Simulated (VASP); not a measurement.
# TaSb (P4/mmm) in VASP: electric field gradients with PBE

Aim: the electric field gradients of TaSb with PBE.

All numbers are computed with VASP 6.6.1; they aren't measurements. Logs are shortened: lines on timing, memory, paths and dates and some standing lists are left out, and cuts for length are marked.

## (1) The cell of the first run

It takes space group P4/mmm (No. 123, tetragonal). Conventional cell: a = 2.935 Å, b = 2.935 Å, c = 5.640 Å, α = 90.00°, β = 90.00°, γ = 90.00°. Within 3.7 Å of Ta (site symmetry 4/mmm) lie 2 Sb at 2.82 Å and 4 Ta at 2.93 Å. Within 3.7 Å of Sb (site symmetry 4/mmm) lie 2 Ta at 2.82 Å and 4 Sb at 2.93 Å.

## (2) Electric field gradients, PBE

File INCAR:

```
SYSTEM = TaSb
PREC = Accurate
ENCUT = 520
EDIFF = 1E-8
ISMEAR = -1
SIGMA = 0.15
LREAL = .FALSE.
LASPH = .TRUE.
NELM = 100
ALGO = Normal
ISIF = 2
LWAVE = .FALSE.
LCHARG = .FALSE.
GGA = PE
LEFG = .TRUE.
NBANDS = 15
```

File KPOINTS:

```
regular mesh
0
G
  14 14 8
  0 0 0
```

File POSCAR:

```
TaSb
1.0
    2.9348581127      0.0000000000      0.0000000000
    0.0000000000      2.9348581127      0.0000000000
    0.0000000000      0.0000000000      5.6404408714
Ta Sb
1 1
Direct
    0.0000000000      0.0000000000      0.5000000000
    0.0000000000      0.0000000000      0.0000000000
```

Potentials or basis: VASP PAW PBE potentials, release 64 (Ta_pv, Sb).

Started as:

```bash
cat potpaw_PBE.64/Ta_pv/POTCAR potpaw_PBE.64/Sb/POTCAR > POTCAR
mpirun -np 1 vasp_std > vasp.out
```

OUTCAR:

```text
SYSTEM = TaSb
   PREC = Accurate
   ENCUT = 520
   EDIFF = 1E-8
   ISMEAR = -1
   LREAL = .FALSE.
   LASPH = .TRUE.
   NELM = 100
   ISIF = 2
   GGA = PE

 ion  position               nearest neighbor table
   1  0.000  0.000  0.500-   2 2.82   2 2.82
   2  0.000  0.000  0.000-   1 2.82   1 2.82

  LATTYP: Found a simple tetragonal cell.
 ALAT       =     2.9348581127
 C/A-ratio  =     1.9218785559

  Lattice vectors:

 A1 = (   2.9348581127,   0.0000000000,   0.0000000000)
 A2 = (   0.0000000000,   2.9348581127,   0.0000000000)
 A3 = (   0.0000000000,   0.0000000000,   5.6404408714)

Analysis of symmetry for initial positions (statically):
=====================================================================
 Subroutine PRICEL returns:
 Original cell was already a primitive cell.

 Routine SETGRP: Setting up the symmetry group for a
 simple tetragonal supercell.

 Subroutine GETGRP returns: Found 16 space group operations
 (whereof 16 operations were pure point group operations)
 out of a pool of 16 trial point group operations.

The static configuration has the point symmetry D_4h.

Analysis of symmetry for dynamics (positions and initial velocities):
=====================================================================
 Subroutine PRICEL returns:
 Original cell was already a primitive cell.

 Routine SETGRP: Setting up the symmetry group for a
 simple tetragonal supercell.

 Subroutine GETGRP returns: Found 16 space group operations
 (whereof 16 operations were pure point group operations)
 out of a pool of 16 trial point group operations.

The dynamic configuration has the point symmetry D_4h.

 Subroutine INISYM returns: Found 16 space group operations
 (whereof 16 operations are pure point group operations),
 and found     1 'primitive' translations

----------------------------------------------------------------------------------------

                                     Primitive cell

  volume of cell :      48.5833

  direct lattice vectors                    reciprocal lattice vectors
     2.934858113  0.000000000  0.000000000     0.340731975  0.000000000  0.000000000
     0.000000000  2.934858113  0.000000000     0.000000000  0.340731975  0.000000000
     0.000000000  0.000000000  5.640440871     0.000000000  0.000000000  0.177291106

  length of vectors
     2.934858113  2.934858113  5.640440871     0.340731975  0.340731975  0.177291106

  position of ions in fractional coordinates (direct lattice)
     0.000000000  0.000000000  0.500000000
     0.000000000  0.000000000  0.000000000

  ion indices of the primitive-cell ions
   primitive index   ion index
                 1           1
                 2           2

----------------------------------------------------------------------------------------

 KPOINTS: regular mesh

Automatic generation of k-mesh.
 Grid dimensions read from file:
 generate k-points for:   14   14    8

 Generating k-lattice:

  Cartesian coordinates                     Fractional coordinates (reciprocal lattice)
     0.024337998  0.000000000  0.000000000     0.071428571  0.000000000  0.000000000
     0.000000000  0.024337998  0.000000000     0.000000000  0.071428571  0.000000000
     0.000000000  0.000000000  0.022161388     0.000000000  0.000000000  0.125000000

  Length of vectors
     0.024337998  0.024337998  0.022161388

  Shift w.r.t. Gamma in fractional coordinates (k-lattice)
     0.000000000  0.000000000  0.000000000

 Subroutine IBZKPT returns following result:
 ===========================================

 Found    180 irreducible k-points:

 Following reciprocal coordinates:
            Coordinates               Weight
  0.000000  0.000000  0.000000      1.000000
  0.071429  0.000000  0.000000      4.000000
  0.142857  0.000000  0.000000      4.000000
  0.214286  0.000000  0.000000      4.000000
  0.285714  0.000000  0.000000      4.000000
  0.357143  0.000000  0.000000      4.000000
[... 16 lines left out ...]
  0.285714  0.214286  0.000000      8.000000
  0.357143  0.214286  0.000000      8.000000
 [... further k-points ...]
   k-points           NKPTS =    180   k-points in BZ     NKDIM =    180   number of bands    NBANDS=     15
   number of dos      NEDOS =    301   number of ions     NIONS =      2
   total plane-waves  NPLWV =  24192
   dimension x,y,z NGX =    24 NGY =   24 NGZ =   42
   dimension x,y,z NGXF=    48 NGYF=   48 NGZF=   84
   ions per type =               1   1
   NGX,Y,Z   is equivalent  to a cutoff of  13.59, 13.59, 12.38 a.u.
   NGXF,Y,Z  is equivalent  to a cutoff of  27.19, 27.19, 24.76 a.u.
 SYSTEM =  TaSb
   PREC   = accura    normal or accurate (medium, high low for compatibility)
   ISTART =      0    job   : 0-new  1-cont  2-samecut
   ICHARG =      2    charge: 1-file 2-atom 10-const
   ISPIN  =      1    spin polarized calculation?
   LNONCOLLINEAR =      F non collinear calculations
   LSORBIT =      F    spin-orbit coupling
   LASPH  =      T    aspherical Exc in radial PAW
   ENCUT  =  520.0 eV  38.22 Ry    6.18 a.u.   5.46  5.46 10.49*2*pi/ulx,y,z
   NELM   =    100;   NELMIN=  2; NELMDL= -5     # of ELM steps
   EDIFF  = 0.1E-07   stopping-criterion for ELM
   LREAL  =      F    real-space projection
   EDIFFG = 0.1E-06   stopping-criterion for IOM
   NSW    =      0    number of steps for IOM
   IBRION =     -1    ionic relax: 0-MD 1-quasi-New 2-CG
   NFREE  =      0    steps in history (QN), initial steepest desc. (CG)
   ISIF   =      2    stress and relaxation
   ISYM   =      2    0-nonsym 1-usesym 2-fastsym
   POTIM  = 0.5000    time-step for ionic-motion
   TEBEG  =    0.0;   TEEND  =   0.0 temperature during run
   PSTRESS=    0.0 pullay stress
   NELECT =      16.0000    total number of electrons
   NUPDOWN=      -1.0000    fix difference up-down
   EMIN   =  10.00;   EMAX   =-10.00  energy-range for DOS
   EFERMI =   0.00;   METHOD = LEGACY
   ISMEAR =    -1;   SIGMA  =   0.15  broadening in eV -4-tet -1-fermi 0-gaus
   EFERMI_NEDOS =   21; number of points for ismear=-14 and -15
   IALGO  =     38    algorithm
   IMIX   =      4    mixing-type and parameters
     AMIX     =   0.40;   BMIX     =  1.00
     AMIX_MAG =   1.60;   BMIX_MAG =  1.00
  volume/ion in A,a.u.               =      24.29       163.93
  Fermi-wavevector in a.u.,A,eV,Ry     =   1.130539  2.136410 17.389872  1.278120
  Thomas-Fermi vector in A             =   2.267236
   LORBIT       =      0    0 simple, 1 ext, 2 COOP (PROOUT), +10 PAW based schemes
   GGA     = PE    functional components
   LHFCALC =     F    Hartree Fock is set to
   AEXX    =    0.0000 exact exchange contribution
   IVDW    =     0    specifies the selected vdW correction
   LEPSILON=     F    determine dielectric tensor
   LRPA    =     F    only Hartree local field effects (RPA)
 non-spin polarized calculation
  energy-cutoff  :      520.00
  volume of cell :       48.58
 maximum number of plane-waves:      1348
 NGX is ok and might be reduce to    24
   NGX = 11   NGY = 11   NGZ = 21

 number of electron      16.0000002 magnetization

 Free energy of the ion-electron system (eV)
  ---------------------------------------------------
  ext. energy  EPLUGINS =         0.00000000
  ---------------------------------------------------
  free energy    TOTEN  =       -14.26564075 eV

  energy without entropy =      -14.11166477  energy(sigma->0) =      -14.18865276

 E-fermi :   6.7388     XC(G=0): -10.7916

 val. band max:        6.7369385388   @ k =   0.2143   0.2143   0.2500
 cond. band min:       6.7435008536   @ k =   0.2143   0.2143   0.0000
 fundamental gap:      0.0065623148
 Fermi energy:         6.7387956388

 k-point     1 :       0.0000    0.0000    0.0000
  band No.  band energies     occupation
      1     -28.0883      2.00000
      2     -27.5246      2.00000
      3     -27.5246      2.00000
      4      -5.9475      2.00000
      5       2.0207      2.00000
      6       2.3805      2.00000
      7       4.8053      1.99999
      8       7.3401      0.03566
      9       9.3475      0.00000
     10       9.3475      0.00000
     11      11.3568      0.00000
     12      11.5343      0.00000
     13      11.5343      0.00000
     14      15.0976      0.00000
     15      15.5461      0.00000

 k-point     2 :       0.0714    0.0000    0.0000
  band No.  band energies     occupation
      1     -28.0851      2.00000
      2     -27.5560      2.00000
      3     -27.5220      2.00000
      4      -5.8595      2.00000
      5       2.1610      2.00000
      6       2.4454      2.00000
      7       4.8955      1.99999
      8       7.3392      0.03587
      9       9.0878      0.00000
     10       9.3703      0.00000
     11      10.5760      0.00000
     12      11.1358      0.00000
     13      11.6761      0.00000
     14      15.6382      0.00000
     15      15.7882      0.00000

 k-point     3 :       0.1429    0.0000    0.0000
  band No.  band energies     occupation
      1     -28.0759      2.00000
      2     -27.6433      2.00000
      3     -27.5148      2.00000
      4      -5.5974      2.00000
      5       2.5495      2.00000
      6       2.6357      2.00000
      7       5.1526      1.99995
      8       7.2089      0.08347
      9       8.4487      0.00002
     10       9.0058      0.00000
     11       9.4350      0.00000
     12      10.6709      0.00000
     13      11.9700      0.00000
     14      16.1632      0.00000
     15      16.3651      0.00000
[... 343 lines left out ...]
 k-point    23 :       0.2857    0.2143    0.0000
  band No.  band energies     occupation
      1     -28.0233      2.00000
      2     -27.8770      2.00000
      3     -27.7296      2.00000
      4      -3.8052      2.00000
      5       3.8592      2.00000
      6       4.5717      2.00000
      7       5.1563      1.99995
      8       6.9311      0.43431
      9       7.1182      0.14761
     10       7.6079      0.00607
     11       8.3139      0.00006
     12       8.5236      0.00001
     13       9.6102      0.00000
     14      15.7176      0.00000
     15      16.6805      0.00000

 k-point    24 :       0.3571    0.2143    0.0000
  band No.  band energies     occupation
      1     -28.0103      2.00000
      2     -27.9946      2.00000
      3     -27.7175      2.00000
      4      -3.1075      2.00000
      5       3.3410      2.00000
      6       4.2937      2.00000
      7       5.3594      1.99980
      8       6.4778      1.70132
      9       7.0227      0.26186
     10       7.7257      0.00277
     11       8.4910      0.00002
     12       9.3333      0.00000
     13       9.9435      0.00000
     14      14.9321      0.00000
     15      15.3547      0.00000

 [... further k-points ...]

------------------------ aborting loop because EDIFF is reached ----------------------------------------

  FORCE on cell =-STRESS in cart. coord.  units (eV):
  Direction    XX          YY          ZZ          XY          YZ          ZX
  --------------------------------------------------------------------------------------
  -------------------------------------------------------------------------------------
  Total        0.0055043      0.0055043      0.0194319      0.0000000      0.0000000      0.0000000
  in kB        0.1815219      0.1815219      0.6408243      0.0000000      0.0000000      0.0000000
  external PRESSURE =       0.3346227 kB  Pullay stress =       0.0000000 kB

 VOLUME and BASIS-vectors are now :
 -----------------------------------------------------------------------------
  energy-cutoff  :      520.00
  volume of cell :       48.58
      direct lattice vectors                 reciprocal lattice vectors
     2.934858113  0.000000000  0.000000000     0.340731975  0.000000000  0.000000000
     0.000000000  2.934858113  0.000000000     0.000000000  0.340731975  0.000000000
     0.000000000  0.000000000  5.640440871     0.000000000  0.000000000  0.177291106

 POSITION                                       TOTAL-FORCE (eV/Angst)
 -----------------------------------------------------------------------------------
      0.00000      0.00000      2.82022         0.000000      0.000000      0.000000
      0.00000      0.00000      0.00000         0.000000      0.000000      0.000000
 -----------------------------------------------------------------------------------
    total drift:                               -0.000000     -0.000000      0.000000

  FREE ENERGIE OF THE ION-ELECTRON SYSTEM (eV)
  ---------------------------------------------------
  free  energy   TOTEN  =       -14.2656407484 eV

  energy  without entropy=      -14.1116647715  energy(sigma->0) =      -14.18865276

 Electric field gradients (V/A^2)
---------------------------------------------------------------------
 ion       V_xx      V_yy      V_zz      V_xy      V_xz      V_yz
---------------------------------------------------------------------
   1      29.999    29.999   -59.998     0.000    -0.000    -0.000
   2     163.569   163.569  -327.139    -0.000    -0.000    -0.000
---------------------------------------------------------------------

 Electric field gradients after diagonalization (V/A^2)
 (convention: |V_zz| > |V_xx| > |V_yy|)
----------------------------------------------------------------------
 ion       V_xx      V_yy      V_zz     asymmetry (V_yy - V_xx)/ V_zz
----------------------------------------------------------------------
   1      29.999    29.999   -59.998       0.000
   2     163.569   163.569  -327.139       0.000
----------------------------------------------------------------------

           NMR quadrupolar parameters

 Cq : quadrupolar parameter    Cq=e*Q*V_zz/h
 eta: asymmetry parameters     (V_yy - V_xx)/ V_zz
 Q  : nuclear electric quadrupole moment in mb (millibarn)
----------------------------------------------------------------------
 ion       Cq(MHz)       eta       Q (mb)
----------------------------------------------------------------------
   1      -0.145       0.000       1.000
   2      -0.791       0.000       1.000
----------------------------------------------------------------------
```

It took 90 s on 1 thread of Oxide Virtual Turin-like, shared host; peak memory 0.24 GiB.

What came out:

- Free energy: -14.2656 eV
- Pressure: 0.0 GPa
- Band gap on the k mesh: zero (bands 8 and 9 overlap by 2.97 eV)
- Largest electric field gradient by atom: Ta -60.0; Sb -327.1 V/Å²

Electric field gradients, principal values (V/Å²):
```
atom    least   middle  greatest (by size)
1 Ta   29.999   29.999             -59.998
2 Sb  163.569  163.569            -327.139
```

Caveat: without QUAD_EFG the Cq values of the log hold for a quadrupole moment of 1 mb, not for the nuclei; spin-orbit coupling is left out, which moves the levels of the heavy elements.
